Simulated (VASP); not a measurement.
# SiNi (CsCl type) (Pm-3m) in VASP: further runs

SiNi (CsCl type) is run at these levels: PBE; tasks: single point.

Program: VASP 6.6.1. These are calculated values, not measurements. Logs are shortened: lines on timing, memory, paths and dates and some standing lists are left out, and cuts for length are marked.

### Step 1. The cell of the first run

The structure is cubic, space group Pm-3m (No. 221). The conventional cell has a = 2.470 Å, b = 2.470 Å, c = 2.470 Å, α = 90.00°, β = 90.00°, γ = 90.00°. Within 2.8 Å of Ni (site symmetry m-3m) lie 8 Si at 2.14 Å and 6 Ni at 2.47 Å. Within 2.8 Å of Si (site symmetry m-3m) lie 8 Ni at 2.14 Å and 6 Si at 2.47 Å.

### Step 2. Single point, PBE

Contents of INCAR:

```
SYSTEM = SiNi
PREC     = Accurate       ! precision mode
ENCUT    = 520            ! plane-wave cutoff, eV
EDIFF    = 1E-7           ! SCF threshold, eV
ISMEAR   = -1             ! smearing method
SIGMA    = 0.1            ! smearing width, eV
LREAL    = .FALSE.        ! projectors in reciprocal space
LASPH    = .TRUE.         ! aspherical terms in the spheres
NELM     = 80             ! most SCF steps
ALGO     = Normal         ! electronic algorithm
ISIF     = 2              ! what is computed and relaxed
LWAVE    = .FALSE.        ! write WAVECAR
LCHARG   = .FALSE.        ! write CHGCAR
GGA      = PE             ! functional
NBANDS   = 14             ! bands
```

Contents of KPOINTS:

```
regular mesh
0
G
  16 16 16
  0 0 0
```

Contents of POSCAR:

```
SiNi
1.0
    2.4703885405      0.0000000000      0.0000000000
    0.0000000000      2.4703885405      0.0000000000
    0.0000000000      0.0000000000      2.4703885405
Ni Si
1 1
Direct
    0.0000000000      0.0000000000      0.0000000000
    0.5000000000      0.5000000000      0.5000000000
```

Potentials or basis: VASP PAW PBE potentials, release 64 (Ni, Si).

Command:

```bash
$ cat potpaw_PBE.64/Ni/POTCAR potpaw_PBE.64/Si/POTCAR > POTCAR
$ mpirun -np 1 vasp_std > vasp.out
```

OUTCAR:

```text
SYSTEM = SiNi
   PREC = Accurate
   ENCUT = 520
   EDIFF = 1E-7
   ISMEAR = -1
   LREAL = .FALSE.
   LASPH = .TRUE.
   NELM = 80
   ISIF = 2
   GGA = PE

 ion  position               nearest neighbor table
   1  0.000  0.000  0.000-   2 2.14   2 2.14   2 2.14   2 2.14   2 2.14   2 2.14   2 2.14   2 2.14

   2  0.500  0.500  0.500-   1 2.14   1 2.14   1 2.14   1 2.14   1 2.14   1 2.14   1 2.14   1 2.14

  LATTYP: Found a simple cubic cell.
 ALAT       =     2.4703885405

  Lattice vectors:

 A1 = (   2.4703885405,   0.0000000000,   0.0000000000)
 A2 = (   0.0000000000,   2.4703885405,   0.0000000000)
 A3 = (   0.0000000000,   0.0000000000,   2.4703885405)

Analysis of symmetry for initial positions (statically):
=====================================================================
 Subroutine PRICEL returns:
 Original cell was already a primitive cell.

 Routine SETGRP: Setting up the symmetry group for a
 simple cubic supercell.

 Subroutine GETGRP returns: Found 48 space group operations
 (whereof 48 operations were pure point group operations)
 out of a pool of 48 trial point group operations.

The static configuration has the point symmetry O_h .

Analysis of symmetry for dynamics (positions and initial velocities):
=====================================================================
 Subroutine PRICEL returns:
 Original cell was already a primitive cell.

 Routine SETGRP: Setting up the symmetry group for a
 simple cubic supercell.

 Subroutine GETGRP returns: Found 48 space group operations
 (whereof 48 operations were pure point group operations)
 out of a pool of 48 trial point group operations.

The dynamic configuration has the point symmetry O_h .

 Subroutine INISYM returns: Found 48 space group operations
 (whereof 48 operations are pure point group operations),
 and found     1 'primitive' translations

----------------------------------------------------------------------------------------

                                     Primitive cell

  volume of cell :      15.0763

  direct lattice vectors                    reciprocal lattice vectors
     2.470388541  0.000000000  0.000000000     0.404794624  0.000000000  0.000000000
     0.000000000  2.470388541  0.000000000     0.000000000  0.404794624  0.000000000
     0.000000000  0.000000000  2.470388541     0.000000000  0.000000000  0.404794624

  length of vectors
     2.470388541  2.470388541  2.470388541     0.404794624  0.404794624  0.404794624

  position of ions in fractional coordinates (direct lattice)
     0.000000000  0.000000000  0.000000000
     0.500000000  0.500000000  0.500000000
[... 83 lines left out ...]
   ISIF   =      2    stress and relaxation
   ISYM   =      2    0-nonsym 1-usesym 2-fastsym
   POTIM  = 0.5000    time-step for ionic-motion
   TEBEG  =    0.0;   TEEND  =   0.0 temperature during run
   PSTRESS=    0.0 pullay stress
   NELECT =      14.0000    total number of electrons
   NUPDOWN=      -1.0000    fix difference up-down
   EMIN   =  10.00;   EMAX   =-10.00  energy-range for DOS
   EFERMI =   0.00;   METHOD = LEGACY
   ISMEAR =    -1;   SIGMA  =   0.10  broadening in eV -4-tet -1-fermi 0-gaus
   EFERMI_NEDOS =   21; number of points for ismear=-14 and -15
   IALGO  =     38    algorithm
   IMIX   =      4    mixing-type and parameters
     AMIX     =   0.40;   BMIX     =  1.00
     AMIX_MAG =   1.60;   BMIX_MAG =  1.00
  volume/ion in A,a.u.               =       7.54        50.87
  Fermi-wavevector in a.u.,A,eV,Ry     =   1.597174  3.018221 34.707985  2.550965
  Thomas-Fermi vector in A             =   2.694822
   LORBIT       =      0    0 simple, 1 ext, 2 COOP (PROOUT), +10 PAW based schemes
   GGA     = PE    functional components
   LHFCALC =     F    Hartree Fock is set to
   AEXX    =    0.0000 exact exchange contribution
   IVDW    =     0    specifies the selected vdW correction
   LEPSILON=     F    determine dielectric tensor
   LRPA    =     F    only Hartree local field effects (RPA)
 non-spin polarized calculation
  energy-cutoff  :      520.00
  volume of cell :       15.08
 maximum number of plane-waves:       437
   NGX =  9   NGY =  9   NGZ =  9

 number of electron      14.0000031 magnetization

 Free energy of the ion-electron system (eV)
  ---------------------------------------------------
  ext. energy  EPLUGINS =         0.00000000
  ---------------------------------------------------
  free energy    TOTEN  =        -8.33040691 eV

  energy without entropy =       -8.32287501  energy(sigma->0) =       -8.32664096

 E-fermi :  20.6424     XC(G=0): -14.8120

 val. band max:       20.5992165251   @ k =   0.5000   0.5000   0.2500
 cond. band min:      20.6814815091   @ k =   0.5000   0.4375   0.4375
 fundamental gap:      0.0822649840
 Fermi energy:        20.6423628883

 k-point     1 :       0.0000    0.0000    0.0000
  band No.  band energies     occupation
      1       1.1700      2.00000
      2      12.2747      2.00000
      3      12.2747      2.00000
      4      15.8973      2.00000
      5      15.8973      2.00000
      6      15.8973      2.00000
      7      23.2696      0.00000
      8      23.2696      0.00000
      9      23.2696      0.00000
     10      27.1457      0.00000
     11      27.1457      0.00000
     12      38.0964      0.00000
     13      42.7703      0.00000
     14      42.7703      0.00000
[... 377 lines left out ...]
      1       6.7537      2.00000
      2       7.5541      2.00000
      3      13.5313      2.00000
      4      13.9792      2.00000
      5      14.3290      2.00000
      6      15.8789      2.00000
      7      17.6071      2.00000
      8      24.6850      0.00000
      9      27.4962      0.00000
     10      30.3980      0.00000
     11      30.6165      0.00000
     12      30.6493      0.00000
     13      37.1766      0.00000
     14      38.3385      0.00000

 [... further k-points ...]
[... 5 lines left out ...]
  --------------------------------------------------------------------------------------
  -------------------------------------------------------------------------------------
  Total       17.9064308     17.9064308     17.9064308      0.0000000      0.0000000      0.0000000
  in kB     1902.9344124   1902.9344124   1902.9344124      0.0000000      0.0000000      0.0000000
  external PRESSURE =    1902.9344124 kB  Pullay stress =       0.0000000 kB

 VOLUME and BASIS-vectors are now :
 -----------------------------------------------------------------------------
  energy-cutoff  :      520.00
  volume of cell :       15.08
      direct lattice vectors                 reciprocal lattice vectors
     2.470388541  0.000000000  0.000000000     0.404794624  0.000000000  0.000000000
     0.000000000  2.470388541  0.000000000     0.000000000  0.404794624  0.000000000
     0.000000000  0.000000000  2.470388541     0.000000000  0.000000000  0.404794624

 POSITION                                       TOTAL-FORCE (eV/Angst)
 -----------------------------------------------------------------------------------
      0.00000      0.00000      0.00000         0.000000      0.000000      0.000000
      1.23519      1.23519      1.23519         0.000000      0.000000      0.000000
 -----------------------------------------------------------------------------------
    total drift:                                0.000000      0.000000     -0.000000

  FREE ENERGIE OF THE ION-ELECTRON SYSTEM (eV)
  ---------------------------------------------------
  free  energy   TOTEN  =        -8.3304069100 eV

  energy  without entropy=       -8.3228750092  energy(sigma->0) =       -8.32664096
```

stdout:

```text
POSCAR found type information on POSCAR NiSi
 POSCAR found :  2 types and       2 ions
 scaLAPACK will be used
 LDA part: xc-table for (Slater+PW92), standard interpolation
 POSCAR, INCAR and KPOINTS ok, starting setup
 FFT: planning ... GRIDC
 FFT: planning ... GRID_SOFT
 FFT: planning ... GRID
 WAVECAR not read
 entering main loop
```

Wall time 52 s (1 thread of AMD EPYC 7R13, shared host); peak memory 0.12 GiB.

What came out:

| Item | Value |
| --- | --- |
| Free energy | -8.3304 eV |
| Pressure | 190.3 GPa |
| Band gap on the k mesh | zero (band 7 reaches 23.27 eV, above the bottom of band 8 at 19.40 eV) |

### Step 3. Single point, PBE

Contents of INCAR:

```
PREC = Accurate
ENCUT = 520
EDIFF = 1E-7
ISMEAR = -1
SIGMA = 0.1
LREAL = F
LASPH = T
NELM = 80
ALGO = Normal
ISIF = 2
LWAVE = F
LCHARG = F
GGA = PE
NBANDS = 14
```

Contents of KPOINTS:

```
regular mesh
0
Gamma
  16 16 16
```

Contents of POSCAR:

```
SiNi
1.0
    2.4702146697      0.0000000000      0.0000000000
    0.0000000000      2.4702146697      0.0000000000
    0.0000000000      0.0000000000      2.4702146697
Ni Si
1 1
Direct
    0.0000000000      0.0000000000      0.0000000000
    0.5000000000      0.5000000000      0.5000000000
```

Potentials or basis: VASP PAW PBE potentials, release 64 (Ni, Si).

Command:

```bash
$ cat potpaw_PBE.64/Ni/POTCAR potpaw_PBE.64/Si/POTCAR > POTCAR
$ mpirun -np 1 vasp_std > vasp.out
```

OUTCAR:

```text
PREC = Accurate
   ENCUT = 520
   EDIFF = 1E-7
   ISMEAR = -1
   LREAL = F
   LASPH = T
   NELM = 80
   ISIF = 2
   GGA = PE

 ion  position               nearest neighbor table
   1  0.000  0.000  0.000-   2 2.14   2 2.14   2 2.14   2 2.14   2 2.14   2 2.14   2 2.14   2 2.14

   2  0.500  0.500  0.500-   1 2.14   1 2.14   1 2.14   1 2.14   1 2.14   1 2.14   1 2.14   1 2.14

  LATTYP: Found a simple cubic cell.
 ALAT       =     2.4702146697

  Lattice vectors:

 A1 = (   2.4702146697,   0.0000000000,   0.0000000000)
 A2 = (   0.0000000000,   2.4702146697,   0.0000000000)
 A3 = (   0.0000000000,   0.0000000000,   2.4702146697)

Analysis of symmetry for initial positions (statically):
=====================================================================
 Subroutine PRICEL returns:
 Original cell was already a primitive cell.

 Routine SETGRP: Setting up the symmetry group for a
 simple cubic supercell.

 Subroutine GETGRP returns: Found 48 space group operations
 (whereof 48 operations were pure point group operations)
 out of a pool of 48 trial point group operations.

The static configuration has the point symmetry O_h .

Analysis of symmetry for dynamics (positions and initial velocities):
=====================================================================
 Subroutine PRICEL returns:
 Original cell was already a primitive cell.

 Routine SETGRP: Setting up the symmetry group for a
 simple cubic supercell.

 Subroutine GETGRP returns: Found 48 space group operations
 (whereof 48 operations were pure point group operations)
 out of a pool of 48 trial point group operations.

The dynamic configuration has the point symmetry O_h .

 Subroutine INISYM returns: Found 48 space group operations
 (whereof 48 operations are pure point group operations),
 and found     1 'primitive' translations

----------------------------------------------------------------------------------------
[... 115 lines left out ...]
  Fermi-wavevector in a.u.,A,eV,Ry     =   1.597286  3.018434 34.712871  2.551324
  Thomas-Fermi vector in A             =   2.694916
   LORBIT       =      0    0 simple, 1 ext, 2 COOP (PROOUT), +10 PAW based schemes
   GGA     = PE    functional components
   LHFCALC =     F    Hartree Fock is set to
   AEXX    =    0.0000 exact exchange contribution
   IVDW    =     0    specifies the selected vdW correction
   LEPSILON=     F    determine dielectric tensor
   LRPA    =     F    only Hartree local field effects (RPA)
 non-spin polarized calculation
  energy-cutoff  :      520.00
  volume of cell :       15.07
 maximum number of plane-waves:       437
   NGX =  9   NGY =  9   NGZ =  9

 number of electron      14.0000031 magnetization

 Free energy of the ion-electron system (eV)
  ---------------------------------------------------
  ext. energy  EPLUGINS =         0.00000000
  ---------------------------------------------------
  free energy    TOTEN  =        -8.32662440 eV

  energy without entropy =       -8.31909763  energy(sigma->0) =       -8.32286101

 E-fermi :  20.6475     XC(G=0): -14.8132

 val. band max:       20.6040855017   @ k =   0.5000   0.5000   0.2500
 cond. band min:      20.6879601195   @ k =   0.5000   0.4375   0.4375
 fundamental gap:      0.0838746178
 Fermi energy:        20.6475047658

 k-point     1 :       0.0000    0.0000    0.0000
  band No.  band energies     occupation
      1       1.1722      2.00000
      2      12.2773      2.00000
      3      12.2773      2.00000
      4      15.9011      2.00000
      5      15.9011      2.00000
      6      15.9011      2.00000
      7      23.2750      0.00000
      8      23.2750      0.00000
      9      23.2750      0.00000
     10      27.1508      0.00000
     11      27.1508      0.00000
     12      38.1063      0.00000
     13      42.7775      0.00000
     14      42.7775      0.00000
[... 377 lines left out ...]
      1       6.7568      2.00000
      2       7.5567      2.00000
      3      13.5343      2.00000
      4      13.9825      2.00000
      5      14.3324      2.00000
      6      15.8827      2.00000
      7      17.6115      2.00000
      8      24.6897      0.00000
      9      27.5016      0.00000
     10      30.4035      0.00000
     11      30.6231      0.00000
     12      30.6564      0.00000
     13      37.1839      0.00000
     14      38.3457      0.00000

 [... further k-points ...]
[... 5 lines left out ...]
  --------------------------------------------------------------------------------------
  -------------------------------------------------------------------------------------
  Total       17.9204494     17.9204494     17.9204494     -0.0000000      0.0000000      0.0000000
  in kB     1904.8263484   1904.8263484   1904.8263484     -0.0000000      0.0000000      0.0000000
  external PRESSURE =    1904.8263484 kB  Pullay stress =       0.0000000 kB

 VOLUME and BASIS-vectors are now :
 -----------------------------------------------------------------------------
  energy-cutoff  :      520.00
  volume of cell :       15.07
      direct lattice vectors                 reciprocal lattice vectors
     2.470214670  0.000000000  0.000000000     0.404823116  0.000000000  0.000000000
     0.000000000  2.470214670  0.000000000     0.000000000  0.404823116  0.000000000
     0.000000000  0.000000000  2.470214670     0.000000000  0.000000000  0.404823116

 POSITION                                       TOTAL-FORCE (eV/Angst)
 -----------------------------------------------------------------------------------
      0.00000      0.00000      0.00000         0.000000      0.000000      0.000000
      1.23511      1.23511      1.23511         0.000000      0.000000      0.000000
 -----------------------------------------------------------------------------------
    total drift:                                0.000000      0.000000     -0.000000

  FREE ENERGIE OF THE ION-ELECTRON SYSTEM (eV)
  ---------------------------------------------------
  free  energy   TOTEN  =        -8.3266243962 eV

  energy  without entropy=       -8.3190976275  energy(sigma->0) =       -8.32286101
```

OSZICAR:

```text
N       E                     dE             d eps       ncg     rms          rms(c)
DAV:   1     0.541189051349E+02    0.54119E+02   -0.64312E+03  4890   0.128E+03
DAV:   2    -0.787678935820E+01   -0.61996E+02   -0.55712E+02  5070   0.224E+02
DAV:   3    -0.997625235810E+01   -0.20995E+01   -0.20806E+01  5568   0.431E+01
DAV:   4    -0.999609360951E+01   -0.19841E-01   -0.19836E-01  5466   0.394E+00
DAV:   5    -0.999647864844E+01   -0.38504E-03   -0.38503E-03  5730   0.555E-01    0.241E+01
DAV:   6    -0.954275696185E+01    0.45372E+00   -0.16217E+01  5466   0.838E+01    0.115E+01
DAV:   7    -0.842928765958E+01    0.11135E+01   -0.57406E+00  5550   0.511E+01    0.750E+00
DAV:   8    -0.833397148434E+01    0.95316E-01   -0.11648E-01  5834   0.461E+00    0.131E+00
DAV:   9    -0.832667832330E+01    0.72932E-02   -0.17759E-02  6726   0.250E+00    0.368E-01
DAV:  10    -0.832664291202E+01    0.35411E-04   -0.13756E-03  6696   0.439E-01    0.658E-02
DAV:  11    -0.832662789560E+01    0.15016E-04   -0.35828E-05  6026   0.761E-02    0.323E-02
DAV:  12    -0.832662439458E+01    0.35010E-05   -0.92944E-06  6246   0.417E-02    0.218E-02
DAV:  13    -0.832662419723E+01    0.19735E-06   -0.90866E-07  5690   0.814E-03    0.347E-03
DAV:  14    -0.832662432697E+01   -0.12974E-06   -0.69436E-08  3474   0.316E-03    0.133E-03
DAV:  15    -0.832662439618E+01   -0.69208E-07   -0.11598E-08  2718   0.143E-03
   1 F= -.83266244E+01 E0= -.83228610E+01  d E =-.752677E-02
```

stdout:

```text
POSCAR found type information on POSCAR NiSi
 POSCAR found :  2 types and       2 ions
 scaLAPACK will be used
 LDA part: xc-table for (Slater+PW92), standard interpolation
 POSCAR, INCAR and KPOINTS ok, starting setup
 FFT: planning ... GRIDC
 FFT: planning ... GRID_SOFT
 FFT: planning ... GRID
 WAVECAR not read
 entering main loop
```

It took 49 s on 1 thread of AMD EPYC 7R13, shared host; peak memory 0.12 GiB.

What came out:

| Quantity | Value |
| --- | --- |
| Free energy | -8.3266 eV |
| Pressure | 190.5 GPa |
| Band gap on the k mesh | zero (band 7 reaches 23.27 eV, above the bottom of band 8 at 19.40 eV) |

Spin polarisation is off, so any magnetic state and its effect on volume and gap are missing.
